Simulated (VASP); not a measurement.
A run of VASP 6.6.1:

The input INCAR:

```
ALGO     = Normal         # electronic algorithm
EDIFF    = 1E-8           # SCF threshold, eV
ENCUT    = 520            # plane-wave cutoff, eV
IBRION   = 8              # ionic algorithm
ISIF     = 2              # what is computed and relaxed
ISMEAR   = 0              # smearing method
LASPH    = T              # aspherical terms in the spheres
LCHARG   = F              # write CHGCAR
LREAL    = F              # projectors in reciprocal space
LWAVE    = F              # write WAVECAR
NELM     = 60             # most SCF steps
NSW      = 1              # ionic steps
PREC     = Accurate       # precision mode
SIGMA    = 0.01           # smearing width, eV
```

File KPOINTS:

```
k-points
0
Gamma
  4 4 6
```

Contents of POSCAR:

```
TiO2
1.0
    4.5707995166      0.0000000000      0.0000000000
    0.0000000000      4.5707995166      0.0000000000
    0.0000000000      0.0000000000      2.9316326819
Ti O
2 4
Direct
    0.0000000000      0.0000000000      0.0000000000
    0.5000000000      0.5000000000      0.5000000000
    0.3045161030      0.3045161030      0.0000000000
    0.1954838970      0.8045161030      0.5000000000
    0.6954838970      0.6954838970      0.0000000000
    0.8045161030      0.1954838970      0.5000000000
```

Potentials or basis: VASP PAW LDA potentials, release 64 (Ti_sv, O).

Launch:

```sh
$ cat potpaw_LDA.64/Ti_sv/POTCAR potpaw_LDA.64/O/POTCAR > POTCAR
$ mpirun -np 1 vasp_std > vasp.out
```

Hardware: 1 thread of Intel(R) Xeon(R) Platinum 8375C CPU @ 2.90GHz (Ice Lake) (shared host).

Q: How long does it take, and how much memory?

A: Run time: 6.6 min on 1 thread of Intel(R) Xeon(R) Platinum 8375C CPU @ 2.90GHz (Ice Lake), on a shared host, peak memory 0.34 GiB. Counts: scf iterations 122, k points 24.
